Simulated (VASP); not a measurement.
# PPt: single point with PBEsol

PPt:

```
Pt P
1.0
     0.00000    2.48136    2.48136
     2.48136    0.00000    2.48136
     2.48136    2.48136    0.00000
Pt P
1 1
Direct
  0.50000 0.50000 0.50000
  0.00000 0.00000 0.00000
```

| Quantity | Value |
| --- | --- |
| Program | VASP 6.6.1 |
| Task | single point |
| Functional | PBEsol |
| Potentials or basis | VASP PAW PBE potentials, release 64 (Pt, P) |
| Cutoff | 520 eV |
| k mesh | 12 × 12 × 12 |
| Occupations | gaussian, width 0.05 eV |
| Spin | no spin polarisation |

```
Pressure : -0.1 GPa
```

Levels at points of the mesh, in eV from the Fermi level:
| k point | band 4 | band 5 | band 6 | band 7 | band 8 | band 9 | band 10 | band 11 |
| --- | --- | --- | --- | --- | --- | --- | --- | --- |
| (0.00, 0.00, 0.00) | -4.16 | -4.14 | -4.14 | 0.03 | 0.03 | 0.03 | 5.26 | 9.84 |
| (0.50, 0.00, 0.00) | -6.04 | -2.69 | -2.69 | -1.84 | 3.75 | 4.88 | 4.88 | 5.99 |
| (0.50, 0.50, 0.00) | -3.47 | -2.34 | -2.34 | -2.25 | -2.25 | -1.34 | 1.77 | 8.99 |

Run time: 12 s on 1 thread of Intel(R) Xeon(R) 6975P-C (Granite Rapids), on a shared host, peak memory 0.17 GiB.

Caveat: the PAW data sets were made with another functional, which shifts forces and pressure a little; spin-orbit coupling is left out, which moves the levels of the heavy elements.
